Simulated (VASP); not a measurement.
# TiC (Fm-3m) in VASP: a series of runs, part 2 of 2

VASP 6.6.1. Earlier steps stand in the parts before.

### Step 4. Relaxation of cell and atoms, LDA

INCAR

```
SYSTEM = TiC
PREC = Accurate ; ENCUT = 600
EDIFF = 1E-7 ; ISMEAR = 0
SIGMA = 0.1 ; LREAL = .False.
LASPH = .True. ; NELM = 100
ALGO = Normal ; ISIF = 3
LWAVE = .False. ; LCHARG = .False.
GGA = CA ; IBRION = 2
NSW = 100 ; EDIFFG = -0.05
```

KPOINTS

```
regular mesh
0
Gamma
  8 8 8
  0 0 0
```

POSCAR

```
TiC
1.0
    0.0000000000      2.1593000000      2.1593000000
    2.1593000000      0.0000000000      2.1593000000
    2.1593000000      2.1593000000      0.0000000000
Ti C
1 1
Direct
    0.0000000000      0.0000000000      0.0000000000
    0.5000000000      0.5000000000      0.5000000000
```

Potentials or basis: VASP PAW LDA potentials, release 64 (Ti_sv, C).

Command:

```
$ cat potpaw_LDA.64/Ti_sv/POTCAR potpaw_LDA.64/C/POTCAR > POTCAR
$ mpirun -np 1 vasp_std > vasp.out
```

OUTCAR:

```text
SYSTEM = TiC
   PREC = Accurate
   ENCUT = 600
   EDIFF = 1E-7
   ISMEAR = 0
   LREAL = .False.
   LASPH = .True.
   NELM = 100
   ISIF = 3
   GGA = CA
   IBRION = 2
   NSW = 100
   EDIFFG = -0.05

 ion  position               nearest neighbor table
   1  0.000  0.000  0.000-   2 2.16   2 2.16   2 2.16   2 2.16   2 2.16   2 2.16
   2  0.500  0.500  0.500-   1 2.16   1 2.16   1 2.16   1 2.16   1 2.16   1 2.16

  LATTYP: Found a face centered cubic cell.
 ALAT       =     4.3186000000

  Lattice vectors:

 A1 = (   0.0000000000,   2.1593000000,   2.1593000000)
 A2 = (   2.1593000000,   0.0000000000,   2.1593000000)
 A3 = (   2.1593000000,   2.1593000000,   0.0000000000)

Analysis of symmetry for initial positions (statically):
=====================================================================
 Subroutine PRICEL returns:
 Original cell was already a primitive cell.

 Routine SETGRP: Setting up the symmetry group for a
 face centered cubic supercell.

 Subroutine GETGRP returns: Found 48 space group operations
 (whereof 48 operations were pure point group operations)
 out of a pool of 48 trial point group operations.

The static configuration has the point symmetry O_h .

Analysis of symmetry for dynamics (positions and initial velocities):
=====================================================================
 Subroutine PRICEL returns:
 Original cell was already a primitive cell.

 Routine SETGRP: Setting up the symmetry group for a
 face centered cubic supercell.

 Subroutine GETGRP returns: Found 48 space group operations
 (whereof 48 operations were pure point group operations)
 out of a pool of 48 trial point group operations.

The dynamic configuration has the point symmetry O_h .

 Subroutine INISYM returns: Found 48 space group operations
 (whereof 48 operations are pure point group operations),
 and found     1 'primitive' translations

----------------------------------------------------------------------------------------

                                     Primitive cell

  volume of cell :      20.1358

  direct lattice vectors                    reciprocal lattice vectors
     0.000000000  2.159300000  2.159300000    -0.231556523  0.231556523  0.231556523
     2.159300000  0.000000000  2.159300000     0.231556523 -0.231556523  0.231556523
     2.159300000  2.159300000  0.000000000     0.231556523  0.231556523 -0.231556523

  length of vectors
     3.053711345  3.053711345  3.053711345     0.401067663  0.401067663  0.401067663

  position of ions in fractional coordinates (direct lattice)
     0.000000000  0.000000000  0.000000000
     0.500000000  0.500000000  0.500000000

  ion indices of the primitive-cell ions
   primitive index   ion index
                 1           1
                 2           2

----------------------------------------------------------------------------------------

 KPOINTS: regular mesh

Automatic generation of k-mesh.
 Grid dimensions read from file:
 generate k-points for:    8    8    8

 Generating k-lattice:

  Cartesian coordinates                     Fractional coordinates (reciprocal lattice)
    -0.028944565  0.028944565  0.028944565     0.125000000  0.000000000  0.000000000
     0.028944565 -0.028944565  0.028944565     0.000000000  0.125000000  0.000000000
[... 44 lines left out ...]
   dimension x,y,z NGXF=    48 NGYF=   48 NGZF=   48
   ions per type =               1   1
   NGX,Y,Z   is equivalent  to a cutoff of  13.07, 13.07, 13.07 a.u.
   NGXF,Y,Z  is equivalent  to a cutoff of  26.13, 26.13, 26.13 a.u.
 SYSTEM =  TiC
   PREC   = accura    normal or accurate (medium, high low for compatibility)
   ISTART =      0    job   : 0-new  1-cont  2-samecut
   ICHARG =      2    charge: 1-file 2-atom 10-const
   ISPIN  =      1    spin polarized calculation?
   LNONCOLLINEAR =      F non collinear calculations
   LSORBIT =      F    spin-orbit coupling
   LASPH  =      T    aspherical Exc in radial PAW
   ENCUT  =  600.0 eV  44.10 Ry    6.64 a.u.   6.10  6.10  6.10*2*pi/ulx,y,z
   NELM   =    100;   NELMIN=  2; NELMDL= -5     # of ELM steps
   EDIFF  = 0.1E-06   stopping-criterion for ELM
   LREAL  =      F    real-space projection
   EDIFFG = -.5E-01   stopping-criterion for IOM
   NSW    =    100    number of steps for IOM
   IBRION =      2    ionic relax: 0-MD 1-quasi-New 2-CG
   NFREE  =      1    steps in history (QN), initial steepest desc. (CG)
   ISIF   =      3    stress and relaxation
   ISYM   =      2    0-nonsym 1-usesym 2-fastsym
   POTIM  = 0.5000    time-step for ionic-motion
   TEBEG  =    0.0;   TEEND  =   0.0 temperature during run
   PSTRESS=    0.0 pullay stress
   NELECT =      16.0000    total number of electrons
   NUPDOWN=      -1.0000    fix difference up-down
   EMIN   =  10.00;   EMAX   =-10.00  energy-range for DOS
   EFERMI =   0.00;   METHOD = LEGACY
   ISMEAR =     0;   SIGMA  =   0.10  broadening in eV -4-tet -1-fermi 0-gaus
   EFERMI_NEDOS =   21; number of points for ismear=-14 and -15
   IALGO  =     38    algorithm
   IMIX   =      4    mixing-type and parameters
     AMIX     =   0.40;   BMIX     =  1.00
     AMIX_MAG =   1.60;   BMIX_MAG =  1.00
  volume/ion in A,a.u.               =      10.07        67.94
  Fermi-wavevector in a.u.,A,eV,Ry     =   1.516323  2.865436 31.283015  2.299237
  Thomas-Fermi vector in A             =   2.625728
   LORBIT       =      0    0 simple, 1 ext, 2 COOP (PROOUT), +10 PAW based schemes
   GGA     = CA    functional components
   LHFCALC =     F    Hartree Fock is set to
   AEXX    =    0.0000 exact exchange contribution
   IVDW    =     0    specifies the selected vdW correction
   LEPSILON=     F    determine dielectric tensor
   LRPA    =     F    only Hartree local field effects (RPA)
 conjugate gradient relaxation of ions
 non-spin polarized calculation
 Gauss-broadening in eV      SIGMA  =   0.10
  energy-cutoff  :      600.00
  volume of cell :       20.14
 maximum number of plane-waves:       692
   NGX = 13   NGY = 13   NGZ = 13

--------------------------------------- Ionic step        1  -------------------------------------------

 number of electron      16.0000002 magnetization

 Free energy of the ion-electron system (eV)
  ---------------------------------------------------
  ext. energy  EPLUGINS =         0.00000000
  ---------------------------------------------------
  free energy    TOTEN  =       -20.51484355 eV

  energy without entropy =      -20.51301390  energy(sigma->0) =      -20.51392872

------------------------ aborting loop because EDIFF is reached ----------------------------------------

  FORCE on cell =-STRESS in cart. coord.  units (eV):
  Direction    XX          YY          ZZ          XY          YZ          ZX
  --------------------------------------------------------------------------------------
  -------------------------------------------------------------------------------------
  Total       -1.2483903     -1.2483903     -1.2483903      0.0000000      0.0000000      0.0000000
  in kB      -99.3326519    -99.3326519    -99.3326519      0.0000000      0.0000000      0.0000000
  external PRESSURE =     -99.3326519 kB  Pullay stress =       0.0000000 kB
[... 23 lines left out ...]
--------------------------------------- Ionic step        2  -------------------------------------------

 number of electron      15.9999996 magnetization

 E-fermi :  10.4176     XC(G=0): -13.5009

 val. band max:       10.4137068401   @ k =   0.1250   0.1250   0.0000
 cond. band min:      10.5657110928   @ k =   0.5000   0.5000   0.0000
 fundamental gap:      0.1520042527
 Fermi energy:        10.4175769345

 k-point     1 :       0.0000    0.0000    0.0000
  band No.  band energies     occupation
      1     -45.1297      2.00000
      2     -21.4664      2.00000
      3     -21.4664      2.00000
      4     -21.4664      2.00000
      5      -2.1880      2.00000
      6      11.1282      0.00000
      7      11.1282      0.00000
      8      11.1282      0.00000
      9      12.2934      0.00000
     10      12.2934      0.00000
     11      12.2934      0.00000
     12      12.3996      0.00000
[... 380 lines left out ...]
--------------------------------------- Ionic step        3  -------------------------------------------

 number of electron      16.0000003 magnetization

 Free energy of the ion-electron system (eV)
  ---------------------------------------------------
  ext. energy  EPLUGINS =         0.00000000
  ---------------------------------------------------
  free energy    TOTEN  =       -20.53910683 eV

  energy without entropy =      -20.53738793  energy(sigma->0) =      -20.53824738

 E-fermi :   9.7460     XC(G=0): -13.2181

 val. band max:        9.5815048039   @ k =   0.3750   0.3750   0.0000
 cond. band min:       9.7540668572   @ k =   0.1250   0.1250   0.0000
 fundamental gap:      0.1725620533
 Fermi energy:         9.7459759397

 k-point     1 :       0.0000    0.0000    0.0000
  band No.  band energies     occupation
      1     -45.9513      2.00000
      2     -22.3295      2.00000
      3     -22.3295      2.00000
      4     -22.3295      2.00000
      5      -2.6242      2.00000
      6      10.4410      0.00000
      7      10.4410      0.00000
      8      10.4410      0.00000
      9      11.5471      0.00000
     10      11.5471      0.00000
     11      11.5471      0.00000
     12      11.6081      0.00000
[... 374 lines left out ...]
  FREE ENERGIE OF THE ION-ELECTRON SYSTEM (eV)
  ---------------------------------------------------
  free  energy   TOTEN  =       -20.5391068292 eV

  energy  without entropy=      -20.5373879253  energy(sigma->0) =      -20.53824738

 reached required accuracy - stopping structural energy minimisation
```

OSZICAR:

```text
N       E                     dE             d eps       ncg     rms          rms(c)
DAV:   1     0.124077747717E+03    0.12408E+03   -0.90443E+03   696   0.174E+03
[... 36 lines left out ...]
DAV:   6    -0.205386864373E+02   -0.28130E-02   -0.47469E-03   928   0.474E-01    0.135E-01
DAV:   7    -0.205390589079E+02   -0.37247E-03   -0.10962E-03   920   0.236E-01    0.630E-02
DAV:   8    -0.205391044544E+02   -0.45546E-04   -0.27263E-04   812   0.141E-01    0.121E-02
DAV:   9    -0.205390998911E+02    0.45633E-05   -0.20959E-05   756   0.498E-02    0.147E-02
DAV:  10    -0.205391053170E+02   -0.54259E-05   -0.53981E-06  1036   0.209E-02    0.538E-03
DAV:  11    -0.205391067931E+02   -0.14761E-05   -0.26970E-06   872   0.119E-02    0.854E-04
DAV:  12    -0.205391068292E+02   -0.36095E-07   -0.31512E-07   720   0.354E-03
   3 F= -.20539107E+02 E0= -.20538247E+02  d E =-.242633E-01
```

Run time: 12 s. Hardware: 1 thread of Intel Xeon Platinum 8488C (Sapphire Rapids), shared host; peak memory 0.14 GiB.

Results:

```
Free energy                            : -20.5391 eV
Relaxed volume                         : 9.69 Å³/atom
Relaxed cell                           : a = 3.015 Å, b = 3.015 Å, c = 3.015 Å, α = 60.00°, β = 60.00°, γ = 60.00°
Space group after relaxing (to 0.05 Å) : Fm-3m (No. 225)
Energy gained by relaxing              : 12.1 meV/atom
Ionic steps                            : 3
Pressure after relaxing                : -0.1 GPa
Band gap on the k mesh                 : zero (band 8 reaches 10.44 eV, above the bottom of band 9 at 9.38 eV)
```

Step by step:
| step | energy change (eV) | largest force (eV/Å) | pressure (GPa) | volume (Å³) |
| --- | --- | --- | --- | --- |
| 1 | 0.0000 | 0.0000 | -9.93 | 20.14 |
| 2 | 0.0257 | 0.0000 | 16.60 | 18.37 |
| 3 | -0.0243 | 0.0000 | -0.14 | 19.39 |

Final structure:
```cif
data_structure
_symmetry_space_group_name_H-M 'P 1'
_symmetry_Int_Tables_number 1
_cell_length_a 3.0154
_cell_length_b 3.0154
_cell_length_c 3.0154
_cell_angle_alpha 60.000
_cell_angle_beta 60.000
_cell_angle_gamma 60.000
_cell_volume 19.39
loop_
_atom_site_label
_atom_site_type_symbol
_atom_site_fract_x
_atom_site_fract_y
_atom_site_fract_z
_atom_site_occupancy
Ti1 Ti 0.00000 0.00000 0.00000 1
C1 C 0.50000 0.50000 0.50000 1
```

LDA usually gives volumes a few per cent too small. Zero-point motion and thermal expansion aren't in these numbers.

### Step 5. Overview

| task | cell | cutoff (eV) | gap on the mesh (eV) | pressure (GPa) |
| --- | --- | --- | --- | --- |
| single point | a = 3.054 Å, angles 60.0°, 2 atoms | 520 | none | -9.8 |
| single point | a = 3.013 Å, angles 60.0°, 2 atoms | 520 | none | 0.7 |
| relaxation of cell and atoms | relaxed from a = 3.054 Å, angles 60.0°, 2 atoms | 600 | none | -0.1 |

Alike in all rows: level LDA; potentials or basis VASP PAW LDA potentials, release 64 (Ti_sv, C); no spin polarisation; k mesh 8 × 8 × 8; smearing gaussian 0.1 eV.

Total energies depend on the potentials used, so only differences within one code and one set of settings carry meaning.
